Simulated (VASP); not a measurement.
# ZnO (P4_2/mnm) in VASP: single point with PBE

Aim: the single point of ZnO with PBE.

Program: VASP 6.6.1. These are calculated values, not measurements. Logs are shortened: lines on timing, memory, paths and dates and some standing lists are left out, and cuts for length are marked.

## (1) The cell of the first run

Symmetry: P4_2/mnm, No. 136, tetragonal system. The conventional cell has a = 5.608 Å, b = 5.608 Å, c = 3.279 Å, α = 90.00°, β = 90.00°, γ = 90.00°. Zn (site symmetry m2m) has 4 O at 1.97 to 2.04 Å within 2.6 Å. O (site symmetry m2m) has 4 Zn at 1.97 to 2.04 Å within 2.6 Å.

## (2) Single point, PBE

The input, INCAR:

```
SYSTEM = ZnO
PREC = Accurate
ENCUT = 520
EDIFF = 1E-6
ISMEAR = 0
SIGMA = 0.01
LREAL = Auto
LASPH = .True.
NELM = 80
ALGO = Normal
ISIF = 2
LWAVE = .False.
LCHARG = .False.
GGA = PE
NBANDS = 166
```

The input, KPOINTS:

```
Automatic mesh
0
Gamma
  2 2 2
  0 0 0
```

The input, POSCAR:

```
ZnO
1.0
   -5.6084659105     -5.6084659105      0.0000000000
   -5.6084659105      5.6084659105      0.0000000000
    5.6084659105      0.0000000000     -6.5582403638
Zn O
16 16
Direct
    0.4433228529      0.6250000000      0.2500000000
    0.1933228529      0.3750000000      0.7500000000
    0.9433228529      0.1250000000      0.2500000000
    0.6933228529      0.8750000000      0.7500000000
    0.8066771471      0.6250000000      0.2500000000
    0.5566771471      0.3750000000      0.7500000000
    0.3066771471      0.1250000000      0.2500000000
    0.0566771471      0.8750000000      0.7500000000
    0.2500000000      0.5683228529      0.5000000000
    0.0000000000      0.3183228529      0.0000000000
    0.7500000000      0.0683228529      0.5000000000
    0.5000000000      0.8183228529      0.0000000000
    0.2500000000      0.9316771471      0.5000000000
    0.0000000000      0.6816771471      0.0000000000
    0.7500000000      0.4316771471      0.5000000000
    0.5000000000      0.1816771471      0.0000000000
    0.1250000000      0.3065718545      0.2500000000
    0.8750000000      0.0565718545      0.7500000000
    0.6250000000      0.8065718545      0.2500000000
    0.3750000000      0.5565718545      0.7500000000
    0.1250000000      0.9434281455      0.2500000000
    0.8750000000      0.6934281455      0.7500000000
    0.6250000000      0.4434281455      0.2500000000
    0.3750000000      0.1934281455      0.7500000000
    0.0684281455      0.7500000000      0.5000000000
    0.8184281455      0.5000000000      0.0000000000
    0.5684281455      0.2500000000      0.5000000000
    0.3184281455      0.0000000000      0.0000000000
    0.4315718545      0.7500000000      0.5000000000
    0.1815718545      0.5000000000      0.0000000000
    0.9315718545      0.2500000000      0.5000000000
    0.6815718545      0.0000000000      0.0000000000
```

Potentials or basis: VASP PAW PBE potentials, release 64 (Zn, O).

Command:

```bash
$ cat potpaw_PBE.64/Zn/POTCAR potpaw_PBE.64/O/POTCAR > POTCAR
$ mpirun -np 1 vasp_std > vasp.out
```

OUTCAR:

```text
SYSTEM = ZnO
   PREC = Accurate
   ENCUT = 520
   EDIFF = 1E-6
   ISMEAR = 0
   LREAL = Auto
   LASPH = .True.
   NELM = 80
   ISIF = 2
   GGA = PE

 ion  position               nearest neighbor table
   1  0.443  0.625  0.250-  29 1.97  30 1.97  19 2.04  23 2.04   5 2.88
   2  0.193  0.375  0.750-  30 1.97  31 1.97  20 2.04  24 2.04   6 2.88
   3  0.943  0.125  0.250-  31 1.97  32 1.97  17 2.04  21 2.04   7 2.88
   4  0.693  0.875  0.750-  29 1.97  32 1.97  18 2.04  22 2.04   8 2.88
   5  0.807  0.625  0.250-  25 1.97  26 1.97  19 2.04  23 2.04   1 2.88
   6  0.557  0.375  0.750-  26 1.97  27 1.97  20 2.04  24 2.04   2 2.88
[... 8 lines left out ...]
  15  0.750  0.432  0.500-  22 1.97  23 1.97  27 2.04  31 2.04  11 2.88
  16  0.500  0.182  0.000-  23 1.97  24 1.97  28 2.04  32 2.04  12 2.88
  17  0.125  0.307  0.250-   9 1.97  10 1.97   3 2.04   7 2.04
  18  0.875  0.057  0.750-  10 1.97  11 1.97   4 2.04   8 2.04
  19  0.625  0.807  0.250-  11 1.97  12 1.97   1 2.04   5 2.04
  20  0.375  0.557  0.750-   9 1.97  12 1.97   2 2.04   6 2.04
  21  0.125  0.943  0.250-  13 1.97  14 1.97   3 2.04   7 2.04
  22  0.875  0.693  0.750-  14 1.97  15 1.97   4 2.04   8 2.04
[... 8 lines left out ...]
  31  0.932  0.250  0.500-   2 1.97   3 1.97  11 2.04  15 2.04
  32  0.682  0.000  0.000-   3 1.97   4 1.97  12 2.04  16 2.04

  LATTYP: Found a body centered tetragonal cell.
 ALAT       =     7.9315685547
 C/A-ratio  =     1.6537057755

  Lattice vectors:

 A1 = (   0.0000000000,  -5.6084659105,   6.5582403638)
 A2 = (   0.0000000000,   5.6084659105,   6.5582403638)
 A3 = (  -5.6084659105,   0.0000000000,  -6.5582403638)

Analysis of symmetry for initial positions (statically):
=====================================================================
 Subroutine PRICEL returns following result:

  LATTYP: Found a simple tetragonal cell.
 ALAT       =     5.6084659105
 C/A-ratio  =     0.5846732840

  Lattice vectors:

 A1 = (  -5.6084659105,   0.0000000000,  -0.0000000000)
 A2 = (   0.0000000000,   5.6084659105,   0.0000000000)
 A3 = (   0.0000000000,   0.0000000000,  -3.2791201819)

   4 primitive cells build up your supercell.

 Routine SETGRP: Setting up the symmetry group for a
 body centered tetragonal supercell.

 Subroutine GETGRP returns: Found 16 space group operations
 (whereof  8 operations were pure point group operations)
 out of a pool of 16 trial point group operations.

The static configuration has the point symmetry D_2h.
 The point group associated with its full space group is D_4h.

Analysis of symmetry for dynamics (positions and initial velocities):
=====================================================================
 Subroutine PRICEL returns following result:

  LATTYP: Found a simple tetragonal cell.
 ALAT       =     5.6084659105
 C/A-ratio  =     0.5846732840

  Lattice vectors:

 A1 = (  -5.6084659105,   0.0000000000,  -0.0000000000)
 A2 = (   0.0000000000,   5.6084659105,   0.0000000000)
 A3 = (   0.0000000000,   0.0000000000,  -3.2791201819)

   4 primitive cells build up your supercell.

 Routine SETGRP: Setting up the symmetry group for a
 body centered tetragonal supercell.

 Subroutine GETGRP returns: Found 16 space group operations
 (whereof  8 operations were pure point group operations)
 out of a pool of 16 trial point group operations.

The dynamic configuration has the point symmetry D_2h.
 The point group associated with its full space group is D_4h.

 Subroutine INISYM returns: Found 16 space group operations
 (whereof  8 operations are pure point group operations),
 and found     4 'primitive' translations

----------------------------------------------------------------------------------------

                                     Primitive cell

  volume of cell :     103.1444

  direct lattice vectors                    reciprocal lattice vectors
    -5.608465910  0.000000000 -0.000000000    -0.178301877  0.000000000  0.000000000
     0.000000000  5.608465910  0.000000000     0.000000000  0.178301877  0.000000000
     0.000000000  0.000000000 -3.279120182     0.000000000  0.000000000 -0.304959850

  length of vectors
     5.608465910  5.608465910  3.279120182     0.178301877  0.178301877  0.304959850

  position of ions in fractional coordinates (direct lattice)
     0.818322853  0.181677147  0.500000000
     0.181677147  0.818322853  0.500000000
     0.318322853  0.318322853  1.000000000
     0.681677147  0.681677147  1.000000000
     0.181571854  0.181571854  0.500000000
     0.818428146  0.818428146  0.500000000
     0.318428146  0.681571854  1.000000000
     0.681571854  0.318428146  1.000000000

  ion indices of the primitive-cell ions
   primitive index   ion index
                 1           1
                 2           5
                 3           9
                 4          13
                 5          19
                 6          23
                 7          25
                 8          29

----------------------------------------------------------------------------------------

 KPOINTS: Automatic mesh

Automatic generation of k-mesh.
 Grid dimensions read from file:
 generate k-points for:    2    2    2

 Generating k-lattice:

  Cartesian coordinates                     Fractional coordinates (reciprocal lattice)
    -0.044575469 -0.044575469 -0.038119981     0.500000000  0.000000000 -0.000000000
    -0.044575469  0.044575469 -0.038119981     0.000000000  0.500000000 -0.000000000
     0.000000000  0.000000000 -0.076239963     0.000000000  0.000000000  0.500000000

  Length of vectors
     0.073668704  0.073668704  0.076239963

  Shift w.r.t. Gamma in fractional coordinates (k-lattice)
     0.000000000  0.000000000  0.000000000

 Subroutine IBZKPT returns following result:
 ===========================================

 Found      4 irreducible k-points:

 Following reciprocal coordinates:
            Coordinates               Weight
  0.000000  0.000000  0.000000      1.000000
  0.500000  0.000000  0.000000      4.000000
  0.500000  0.500000  0.000000      2.000000
  0.000000  0.000000  0.500000      1.000000
   k-points           NKPTS =      4   k-points in BZ     NKDIM =      4   number of bands    NBANDS=    166
   number of dos      NEDOS =    301   number of ions     NIONS =     32
   total plane-waves  NPLWV = 230400
   dimension x,y,z NGX =    60 NGY =   60 NGZ =   64
   dimension x,y,z NGXF=   120 NGYF=  120 NGZF=  128
   ions per type =              16  16
   NGX,Y,Z   is equivalent  to a cutoff of  12.58, 12.58, 12.33 a.u.
   NGXF,Y,Z  is equivalent  to a cutoff of  25.15, 25.15, 24.66 a.u.
 SYSTEM =  ZnO
   PREC   = accura    normal or accurate (medium, high low for compatibility)
   ISTART =      0    job   : 0-new  1-cont  2-samecut
   ICHARG =      2    charge: 1-file 2-atom 10-const
   ISPIN  =      1    spin polarized calculation?
   LNONCOLLINEAR =      F non collinear calculations
   LSORBIT =      F    spin-orbit coupling
   LASPH  =      T    aspherical Exc in radial PAW
   ENCUT  =  520.0 eV  38.22 Ry    6.18 a.u.  14.75 14.75 16.04*2*pi/ulx,y,z
   NELM   =     80;   NELMIN=  2; NELMDL= -5     # of ELM steps
   EDIFF  = 0.1E-05   stopping-criterion for ELM
   LREAL  =      T    real-space projection
   EDIFFG = 0.1E-04   stopping-criterion for IOM
   NSW    =      0    number of steps for IOM
   IBRION =     -1    ionic relax: 0-MD 1-quasi-New 2-CG
   NFREE  =      0    steps in history (QN), initial steepest desc. (CG)
   ISIF   =      2    stress and relaxation
   ISYM   =      2    0-nonsym 1-usesym 2-fastsym
   POTIM  = 0.5000    time-step for ionic-motion
   TEBEG  =    0.0;   TEEND  =   0.0 temperature during run
   PSTRESS=    0.0 pullay stress
   NELECT =     288.0000    total number of electrons
   NUPDOWN=      -1.0000    fix difference up-down
   EMIN   =  10.00;   EMAX   =-10.00  energy-range for DOS
   EFERMI =   0.00;   METHOD = LEGACY
   ISMEAR =     0;   SIGMA  =   0.01  broadening in eV -4-tet -1-fermi 0-gaus
   EFERMI_NEDOS =   21; number of points for ismear=-14 and -15
   IALGO  =     38    algorithm
   IMIX   =      4    mixing-type and parameters
     AMIX     =   0.40;   BMIX     =  1.00
     AMIX_MAG =   1.60;   BMIX_MAG =  1.00
  volume/ion in A,a.u.               =      12.89        87.01
  Fermi-wavevector in a.u.,A,eV,Ry     =   1.452236  2.744328 28.694538  2.108989
  Thomas-Fermi vector in A             =   2.569641
   LORBIT       =      0    0 simple, 1 ext, 2 COOP (PROOUT), +10 PAW based schemes
   GGA     = PE    functional components
   LHFCALC =     F    Hartree Fock is set to
   AEXX    =    0.0000 exact exchange contribution
   IVDW    =     0    specifies the selected vdW correction
   LEPSILON=     F    determine dielectric tensor
   LRPA    =     F    only Hartree local field effects (RPA)
 non-spin polarized calculation
 Gauss-broadening in eV      SIGMA  =   0.01
  energy-cutoff  :      520.00
  volume of cell :      412.58
 maximum number of plane-waves:     11109
 NGX is ok and might be reduce to    60
   NGX = 29   NGY = 29   NGZ = 33

 number of electron     287.9999929 magnetization

 Free energy of the ion-electron system (eV)
  ---------------------------------------------------
  ext. energy  EPLUGINS =         0.00000000
  ---------------------------------------------------
  free energy    TOTEN  =      -142.11678845 eV

  energy without entropy =     -142.11678845  energy(sigma->0) =     -142.11678845

 E-fermi :   0.7809     XC(G=0): -10.4126

 val. band max:        0.6819709238   @ k =   0.0000   0.0000   0.0000
 cond. band min:       1.4241261930   @ k =   0.0000   0.0000   0.0000
 fundamental gap:      0.7421552692
 Fermi energy:         0.7808528928

 k-point     1 :       0.0000    0.0000    0.0000
  band No.  band energies     occupation
      1     -17.1550      2.00000
      2     -16.6572      2.00000
      3     -16.6572      2.00000
      4     -16.6572      2.00000
      5     -16.6572      2.00000
      6     -16.5717      2.00000
[... 148 lines left out ...]
    155       5.8983      0.00000
    156       6.3992      0.00000

 k-point     2 :       0.5000    0.0000    0.0000
  band No.  band energies     occupation
      1     -16.9581      2.00000
      2     -16.9581      2.00000
      3     -16.6723      2.00000
      4     -16.6723      2.00000
      5     -16.6393      2.00000
      6     -16.6393      2.00000
[... 148 lines left out ...]
    155       6.9897      0.00000
    156       6.9897      0.00000

 k-point     3 :       0.5000    0.5000    0.0000
  band No.  band energies     occupation
      1     -16.8791      2.00000
      2     -16.8791      2.00000
      3     -16.7276      2.00000
      4     -16.7276      2.00000
      5     -16.7276      2.00000
      6     -16.7276      2.00000
[... 148 lines left out ...]
    155       7.4242      0.00000
    156       7.4242      0.00000

 k-point     4 :       0.0000    0.0000    0.5000
  band No.  band energies     occupation
      1     -16.9442      2.00000
      2     -16.9442      2.00000
      3     -16.7704      2.00000
      4     -16.7704      2.00000
      5     -16.5395      2.00000
      6     -16.5394      2.00000
[... 148 lines left out ...]
    155       7.1663      0.00000
    156       7.1663      0.00000
 [bands above 156 left out]

------------------------ aborting loop because EDIFF is reached ----------------------------------------

  FORCE on cell =-STRESS in cart. coord.  units (eV):
  Direction    XX          YY          ZZ          XY          YZ          ZX
  --------------------------------------------------------------------------------------
  -------------------------------------------------------------------------------------
  Total        2.1585443      2.1585443      2.6654643     -0.0000000      0.0000000      0.0000000
  in kB        8.3823550      8.3823550     10.3508962     -0.0000000      0.0000000      0.0000000
  external PRESSURE =       9.0385354 kB  Pullay stress =       0.0000000 kB

 VOLUME and BASIS-vectors are now :
 -----------------------------------------------------------------------------
  energy-cutoff  :      520.00
  volume of cell :      412.58
      direct lattice vectors                 reciprocal lattice vectors
    -5.608465910 -5.608465910  0.000000000    -0.089150939 -0.089150939 -0.076239963
    -5.608465910  5.608465910  0.000000000    -0.089150939  0.089150939 -0.076239963
     5.608465910  0.000000000 -6.558240364     0.000000000  0.000000000 -0.152479925

 POSITION                                       TOTAL-FORCE (eV/Angst)
 -----------------------------------------------------------------------------------
     -4.58954      1.01893     -1.63956        -0.001983     -0.001983     -0.000000
      1.01893      1.01893     -4.91868        -0.001983     -0.001983     -0.000000
     -4.58954     -4.58954     -1.63956        -0.001983     -0.001983      0.000000
     -4.58954      1.01893     -4.91868        -0.001983     -0.001983     -0.000000
     -6.62740     -1.01893     -1.63956         0.001983      0.001983     -0.000000
     -1.01893     -1.01893     -4.91868         0.001983      0.001983      0.000000
[... 24 lines left out ...]
     -3.82257     -3.82257     -3.27912         0.004128      0.004128      0.000000
     -3.82257     -3.82257      0.00000         0.004128      0.004128     -0.000000
 -----------------------------------------------------------------------------------
    total drift:                               -0.000000     -0.000000      0.000000

  FREE ENERGIE OF THE ION-ELECTRON SYSTEM (eV)
  ---------------------------------------------------
  free  energy   TOTEN  =      -142.1167884486 eV

  energy  without entropy=     -142.1167884486  energy(sigma->0) =     -142.11678845
```

It took 9.1 min on 1 thread of Intel Xeon 6975P-C (Granite Rapids), shared host; peak memory 0.57 GiB.

What came out:

- Free energy: -142.1168 eV
- Pressure: 0.9 GPa
- Largest force: 0.006 eV/Å
- Band gap on the k mesh: 0.74 eV

Forces on the atoms (eV/Å):
```
Zn  -0.002 -0.002  0.000
Zn  -0.002 -0.002  0.000
Zn  -0.002 -0.002  0.000
Zn  -0.002 -0.002  0.000
Zn   0.002  0.002  0.000
Zn   0.002  0.002  0.000
Zn   0.002  0.002  0.000
Zn   0.002  0.002  0.000
Zn  -0.002  0.002  0.000
Zn  -0.002  0.002  0.000
Zn  -0.002  0.002  0.000
Zn  -0.002  0.002  0.000
Zn   0.002 -0.002  0.000
Zn   0.002 -0.002  0.000
Zn   0.002 -0.002  0.000
Zn   0.002 -0.002  0.000
O    0.004 -0.004  0.000
O    0.004 -0.004  0.000
O    0.004 -0.004  0.000
O    0.004 -0.004  0.000
O   -0.004  0.004  0.000
O   -0.004  0.004  0.000
O   -0.004  0.004  0.000
O   -0.004  0.004  0.000
O   -0.004 -0.004  0.000
O   -0.004 -0.004  0.000
O   -0.004 -0.004  0.000
O   -0.004 -0.004  0.000
O    0.004  0.004  0.000
O    0.004  0.004  0.000
O    0.004  0.004  0.000
O    0.004  0.004  0.000
```

Stress tensor (GPa, compression positive):
```
0.84 0.00 0.00
0.00 0.84 0.00
0.00 0.00 1.04
```

Caveat: the k points lie up to 0.46 Å⁻¹ apart.
